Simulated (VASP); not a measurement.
# Au (Pm-3m) in VASP: notebook

Au is run at these levels: PBE; tasks: single point.

All numbers are computed with VASP 6.6.1; they aren't measurements. Logs are shortened: lines on timing, memory, paths and dates and some standing lists are left out, and cuts for length are marked.

### Step 1. The cell of the first run

Symmetry: Pm-3m, No. 221, cubic system. Conventional cell: a = 2.440 Å, b = 2.440 Å, c = 2.440 Å, α = 90.00°, β = 90.00°, γ = 90.00°. Au (site symmetry m-3m) has 6 Au at 2.44 Å within 3.2 Å.

### Step 2. Single point, PBE (volume scaled by 0.7)

Contents of INCAR:

```
PREC = Accurate
ENCUT = 520
EDIFF = 1E-6
ISMEAR = -1
SIGMA = 0.1
LREAL = False
LASPH = True
NELM = 100
ALGO = Normal
ISIF = 2
LWAVE = False
LCHARG = False
GGA = PE
NBANDS = 12
```

Contents of KPOINTS:

```
Automatic mesh
0
Gamma
  14 14 14
```

Contents of POSCAR:

```
Au
1.0
    2.4398117099      0.0000000000      0.0000000000
    0.0000000000      2.4398117099      0.0000000000
    0.0000000000      0.0000000000      2.4398117099
Au
1
Direct
    0.0000000000      0.0000000000      0.0000000000
```

Potentials or basis: VASP PAW PBE potentials, release 64 (Au).

The run is started by

```console
$ cat potpaw_PBE.64/Au/POTCAR > POTCAR
$ mpirun -np 1 vasp_std > vasp.out
```

OUTCAR:

```text
PREC = Accurate
   ENCUT = 520
   EDIFF = 1E-6
   ISMEAR = -1
   LREAL = False
   LASPH = True
   NELM = 100
   ISIF = 2
   GGA = PE

 ion  position               nearest neighbor table
   1  0.000  0.000  0.000-

  LATTYP: Found a simple cubic cell.
 ALAT       =     2.4398117099

  Lattice vectors:

 A1 = (   2.4398117099,   0.0000000000,   0.0000000000)
 A2 = (   0.0000000000,   2.4398117099,   0.0000000000)
 A3 = (   0.0000000000,   0.0000000000,   2.4398117099)

Analysis of symmetry for initial positions (statically):
=====================================================================
 Subroutine PRICEL returns:
 Original cell was already a primitive cell.

 Routine SETGRP: Setting up the symmetry group for a
 simple cubic supercell.

 Subroutine GETGRP returns: Found 48 space group operations
 (whereof 48 operations were pure point group operations)
 out of a pool of 48 trial point group operations.

The static configuration has the point symmetry O_h .

Analysis of symmetry for dynamics (positions and initial velocities):
=====================================================================
 Subroutine PRICEL returns:
 Original cell was already a primitive cell.

 Routine SETGRP: Setting up the symmetry group for a
 simple cubic supercell.

 Subroutine GETGRP returns: Found 48 space group operations
 (whereof 48 operations were pure point group operations)
 out of a pool of 48 trial point group operations.

The dynamic configuration has the point symmetry O_h .

 Subroutine INISYM returns: Found 48 space group operations
 (whereof 48 operations are pure point group operations),
 and found     1 'primitive' translations

----------------------------------------------------------------------------------------

                                     Primitive cell

  volume of cell :      14.5234

  direct lattice vectors                    reciprocal lattice vectors
     2.439811710  0.000000000  0.000000000     0.409867694  0.000000000  0.000000000
     0.000000000  2.439811710  0.000000000     0.000000000  0.409867694  0.000000000
     0.000000000  0.000000000  2.439811710     0.000000000  0.000000000  0.409867694

  length of vectors
     2.439811710  2.439811710  2.439811710     0.409867694  0.409867694  0.409867694

  position of ions in fractional coordinates (direct lattice)
     0.000000000  0.000000000  0.000000000

  ion indices of the primitive-cell ions
   primitive index   ion index
                 1           1

----------------------------------------------------------------------------------------

 KPOINTS: Automatic mesh

Automatic generation of k-mesh.
 Grid dimensions read from file:
 generate k-points for:   14   14   14

 Generating k-lattice:

  Cartesian coordinates                     Fractional coordinates (reciprocal lattice)
     0.029276264  0.000000000  0.000000000     0.071428571  0.000000000  0.000000000
     0.000000000  0.029276264  0.000000000     0.000000000  0.071428571  0.000000000
     0.000000000  0.000000000  0.029276264     0.000000000  0.000000000  0.071428571

  Length of vectors
     0.029276264  0.029276264  0.029276264

  Shift w.r.t. Gamma in fractional coordinates (k-lattice)
     0.000000000  0.000000000  0.000000000

 Subroutine IBZKPT returns following result:
 ===========================================

 Found    120 irreducible k-points:

 Following reciprocal coordinates:
            Coordinates               Weight
  0.000000  0.000000  0.000000      1.000000
  0.071429  0.000000  0.000000      6.000000
  0.142857  0.000000  0.000000      6.000000
  0.214286  0.000000  0.000000      6.000000
  0.285714  0.000000  0.000000      6.000000
  0.357143  0.000000  0.000000      6.000000
[... 16 lines left out ...]
  0.285714  0.214286  0.000000     24.000000
  0.357143  0.214286  0.000000     24.000000
 [... further k-points ...]
   k-points           NKPTS =    120   k-points in BZ     NKDIM =    120   number of bands    NBANDS=     12
   number of dos      NEDOS =    301   number of ions     NIONS =      1
   total plane-waves  NPLWV =   5832
   dimension x,y,z NGX =    18 NGY =   18 NGZ =   18
   dimension x,y,z NGXF=    36 NGYF=   36 NGZF=   36
   ions per type =               1
   NGX,Y,Z   is equivalent  to a cutoff of  12.26, 12.26, 12.26 a.u.
   NGXF,Y,Z  is equivalent  to a cutoff of  24.53, 24.53, 24.53 a.u.
 SYSTEM =  unknown system
   PREC   = accura    normal or accurate (medium, high low for compatibility)
   ISTART =      0    job   : 0-new  1-cont  2-samecut
   ICHARG =      2    charge: 1-file 2-atom 10-const
   ISPIN  =      1    spin polarized calculation?
   LNONCOLLINEAR =      F non collinear calculations
   LSORBIT =      F    spin-orbit coupling
   LASPH  =      T    aspherical Exc in radial PAW
   ENCUT  =  520.0 eV  38.22 Ry    6.18 a.u.   4.54  4.54  4.54*2*pi/ulx,y,z
   NELM   =    100;   NELMIN=  2; NELMDL= -5     # of ELM steps
   EDIFF  = 0.1E-05   stopping-criterion for ELM
   LREAL  =      F    real-space projection
   EDIFFG = 0.1E-04   stopping-criterion for IOM
   NSW    =      0    number of steps for IOM
   IBRION =     -1    ionic relax: 0-MD 1-quasi-New 2-CG
   NFREE  =      0    steps in history (QN), initial steepest desc. (CG)
   ISIF   =      2    stress and relaxation
   ISYM   =      2    0-nonsym 1-usesym 2-fastsym
   POTIM  = 0.5000    time-step for ionic-motion
   TEBEG  =    0.0;   TEEND  =   0.0 temperature during run
   PSTRESS=    0.0 pullay stress
   NELECT =      11.0000    total number of electrons
   NUPDOWN=      -1.0000    fix difference up-down
   EMIN   =  10.00;   EMAX   =-10.00  energy-range for DOS
   EFERMI =   0.00;   METHOD = LEGACY
   ISMEAR =    -1;   SIGMA  =   0.10  broadening in eV -4-tet -1-fermi 0-gaus
   EFERMI_NEDOS =   21; number of points for ismear=-14 and -15
   IALGO  =     38    algorithm
   IMIX   =      4    mixing-type and parameters
     AMIX     =   0.40;   BMIX     =  1.00
     AMIX_MAG =   1.60;   BMIX_MAG =  1.00
  volume/ion in A,a.u.               =      14.52        98.01
  Fermi-wavevector in a.u.,A,eV,Ry     =   1.492277  2.819994 30.298682  2.226890
  Thomas-Fermi vector in A             =   2.604825
   LORBIT       =      0    0 simple, 1 ext, 2 COOP (PROOUT), +10 PAW based schemes
   GGA     = PE    functional components
   LHFCALC =     F    Hartree Fock is set to
   AEXX    =    0.0000 exact exchange contribution
   IVDW    =     0    specifies the selected vdW correction
   LEPSILON=     F    determine dielectric tensor
   LRPA    =     F    only Hartree local field effects (RPA)
 non-spin polarized calculation
  energy-cutoff  :      520.00
  volume of cell :       14.52
 maximum number of plane-waves:       405
   NGX =  9   NGY =  9   NGZ =  9

 number of electron      10.9999998 magnetization

 Free energy of the ion-electron system (eV)
  ---------------------------------------------------
  ext. energy  EPLUGINS =         0.00000000
  ---------------------------------------------------
  free energy    TOTEN  =        -1.69003046 eV

  energy without entropy =       -1.67736684  energy(sigma->0) =       -1.68369865

 E-fermi :  12.1646     XC(G=0): -13.5625

 val. band max:       12.1556287442   @ k =   0.5000   0.1429   0.0714
 cond. band min:      12.1693336108   @ k =   0.5000   0.4286   0.2143
 fundamental gap:      0.0137048666
 Fermi energy:        12.1646268005

 k-point     1 :       0.0000    0.0000    0.0000
  band No.  band energies     occupation
      1       0.8129      2.00000
      2       3.2704      2.00000
      3       3.2704      2.00000
      4      10.6617      2.00000
      5      10.6617      2.00000
      6      10.6617      2.00000
      7      27.8145      0.00000
      8      27.8145      0.00000
      9      27.8145      0.00000
     10      34.6560      0.00000
     11      37.4617      0.00000
     12      37.4617      0.00000

 k-point     2 :       0.0714    0.0000    0.0000
  band No.  band energies     occupation
      1       0.9843      2.00000
      2       3.3031      2.00000
      3       3.4370      2.00000
      4      10.4947      2.00000
      5      10.4947      2.00000
      6      10.6747      2.00000
      7      26.6993      0.00000
      8      28.1261      0.00000
      9      28.1261      0.00000
     10      35.3566      0.00000
     11      36.1471      0.00000
     12      38.1251      0.00000

 k-point     3 :       0.1429    0.0000    0.0000
  band No.  band energies     occupation
      1       1.4395      2.00000
      2       3.3961      2.00000
      3       3.9676      2.00000
      4      10.0512      2.00000
      5      10.0512      2.00000
      6      10.7112      2.00000
      7      24.4904      0.00000
      8      28.9883      0.00000
      9      28.9883      0.00000
     10      34.0815      0.00000
     11      35.9164      0.00000
     12      40.4617      0.00000
[... 286 lines left out ...]
 k-point    23 :       0.2857    0.2143    0.0000
  band No.  band energies     occupation
      1       3.5008      2.00000
      2       5.0327      2.00000
      3       6.3118      2.00000
      4       8.4223      2.00000
      5       9.0213      2.00000
      6       9.7188      2.00000
      7      21.6533      0.00000
      8      25.2242      0.00000
      9      31.5659      0.00000
     10      34.3048      0.00000
     11      37.8524      0.00000
     12      40.3795      0.00000

 k-point    24 :       0.3571    0.2143    0.0000
  band No.  band energies     occupation
      1       3.8302      2.00000
      2       5.1494      2.00000
      3       6.4200      2.00000
      4       8.5525      2.00000
      5       9.7764      2.00000
      6       9.7864      2.00000
      7      19.4285      0.00000
      8      26.4200      0.00000
      9      30.6877      0.00000
     10      35.0269      0.00000
     11      35.8139      0.00000
     12      41.5463      0.00000

 [... further k-points ...]
[... 5 lines left out ...]
  --------------------------------------------------------------------------------------
  -------------------------------------------------------------------------------------
  Total        9.1894597      9.1894597      9.1894597      0.0000000      0.0000000      0.0000000
  in kB     1013.7517695   1013.7517695   1013.7517695      0.0000000      0.0000000      0.0000000
  external PRESSURE =    1013.7517695 kB  Pullay stress =       0.0000000 kB

 VOLUME and BASIS-vectors are now :
 -----------------------------------------------------------------------------
  energy-cutoff  :      520.00
  volume of cell :       14.52
      direct lattice vectors                 reciprocal lattice vectors
     2.439811710  0.000000000  0.000000000     0.409867694  0.000000000  0.000000000
     0.000000000  2.439811710  0.000000000     0.000000000  0.409867694  0.000000000
     0.000000000  0.000000000  2.439811710     0.000000000  0.000000000  0.409867694

 POSITION                                       TOTAL-FORCE (eV/Angst)
 -----------------------------------------------------------------------------------
      0.00000      0.00000      0.00000         0.000000      0.000000      0.000000
 -----------------------------------------------------------------------------------
    total drift:                                0.000000      0.000000      0.000000

  FREE ENERGIE OF THE ION-ELECTRON SYSTEM (eV)
  ---------------------------------------------------
  free  energy   TOTEN  =        -1.6900304559 eV

  energy  without entropy=       -1.6773668394  energy(sigma->0) =       -1.68369865
```

Wall time 12 s (1 thread of Intel Xeon Platinum 8488C (Sapphire Rapids), shared host); peak memory 0.13 GiB.

What came out:

```yaml
Free_energy: -1.6900 eV
Pressure: 101.4 GPa
```

Caveat: spin-orbit coupling is left out, which moves the levels of the heavy elements.

### Step 3. Single point, PBE (volume scaled by 0.8)

Contents of INCAR:

```
PREC = Accurate ; ENCUT = 520
EDIFF = 1E-6 ; ISMEAR = -1
SIGMA = 0.1 ; LREAL = False
LASPH = True ; NELM = 80
ALGO = Normal ; ISIF = 2
LWAVE = False ; LCHARG = False
GGA = PE ; NBANDS = 12
```

Contents of KPOINTS:

```
regular mesh
0
Gamma
  14 14 14
```

Contents of POSCAR:

```
Au
1.0
    2.5508619776      0.0000000000      0.0000000000
    0.0000000000      2.5508619776      0.0000000000
    0.0000000000      0.0000000000      2.5508619776
Au
1
Direct
    0.0000000000      0.0000000000      0.0000000000
```

Potentials or basis: VASP PAW PBE potentials, release 64 (Au).

The run is started by

```console
$ cat potpaw_PBE.64/Au/POTCAR > POTCAR
$ mpirun -np 1 vasp_std > vasp.out
```

Run time: 16 s. Hardware: 1 thread of Intel Xeon Platinum 8488C (Sapphire Rapids), shared host; peak memory 0.14 GiB.

It converged, with:

* Free energy: -2.5866 eV
* Pressure: 43.6 GPa

Levels at points of the mesh, in eV from the Fermi level:
| k point | band 3 | band 4 | band 5 | band 6 | band 7 | band 8 | band 9 | band 10 |
| --- | --- | --- | --- | --- | --- | --- | --- | --- |
| (0.00, 0.00, 0.00) | -7.42 | -1.43 | -1.43 | -1.43 | 15.06 | 15.06 | 15.06 | 21.07 |
| (0.50, 0.00, 0.00) | -3.57 | -3.57 | -1.47 | -1.23 | 3.17 | 16.46 | 19.62 | 21.18 |
| (0.50, 0.50, 0.00) | -3.18 | -3.18 | 0.21 | 3.78 | 3.78 | 8.79 | 12.80 | 21.60 |
| (0.50, 0.50, 0.50) | -6.52 | 0.36 | 0.36 | 9.56 | 9.60 | 9.60 | 9.60 | 16.46 |

Caveat: spin-orbit coupling is left out, which moves the levels of the heavy elements.

[end of part 1 of 2]
